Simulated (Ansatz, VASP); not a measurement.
## PbSe: VASP beside Ansatz

```xyz
2
Lattice="0.0000 3.0824 2.8910 3.0824 0.0000 2.8910 3.0824 3.0824 0.0000" Properties=species:S:1:pos:R:3 pbc="T T T"
Pb    0.0000    0.0000    0.0000
Se    3.0824    3.0824    2.8910
```

Alike in both runs: task single point; functional PBE; dispersion D3(BJ); k mesh 10 × 10 × 10; occupations gaussian, width 0.03 eV; no spin polarisation.

|  | VASP | Ansatz |
| --- | --- | --- |
| version | VASP 6.6.1 | Ansatz 0.2.0 |
| potentials or method | VASP PAW PBE potentials, release 64 (Pb_d, Se), cutoff 520 eV | scalar-relativistic, plane waves, PAW |
| valence electrons in the cell | 20 | 30 |

|  | VASP | Ansatz | Ansatz less VASP |
| --- | --- | --- | --- |
| gap on the k mesh at the Fermi level (eV) | none | none | - |
| pressure (GPa) | 3.5 | 3.5 | +0.01 |
| traceless stress, the component that is largest in VASP (GPa) | 7.40 | 7.38 | -0.019 |

A gap of «none» marks a metal or a gap that the smearing closes. VASP's potentials hold 20 valence electrons a cell and Ansatz's 30, so a difference there can come from the potentials and not from the codes.

Neither program's run includes spin-orbit coupling.
